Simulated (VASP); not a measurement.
A run of VASP 6.6.1 is set up as follows.

The input INCAR:

```
SYSTEM = W
PREC = Accurate
ENCUT = 520
EDIFF = 1E-7
ISMEAR = 0
SIGMA = 0.1
LREAL = .FALSE.
LASPH = .TRUE.
NELM = 100
ALGO = Normal
ISIF = 2
LWAVE = .FALSE.
LCHARG = .TRUE.
GGA = PE
LELF = .TRUE.
LVHAR = .TRUE.
NBANDS = 13
```

Contents of KPOINTS:

```
Automatic mesh
0
G
  16 16 16
  0 0 0
```

Contents of POSCAR:

```
W
1.0
    2.6372098930      0.0000000000      0.0000000000
    0.0000000000      2.6372098930      0.0000000000
    0.0000000000      0.0000000000      2.6372098930
W
1
Direct
    0.0000000000      0.0000000000      0.0000000000
```

Potentials or basis: VASP PAW PBE potentials, release 64 (W_sv).

Run with:

```bash
$ cat potpaw_PBE.64/W_sv/POTCAR > POTCAR
$ mpirun -np 1 vasp_std > vasp.out
```

What does it give for the band gap on the k mesh?

Zero (band 7 reaches 11.23 eV, above the bottom of band 8 at 8.32 eV).

Estimate the pressure.

0.5 GPa.

Caveat: spin-orbit coupling is left out, which moves the levels of the heavy elements.
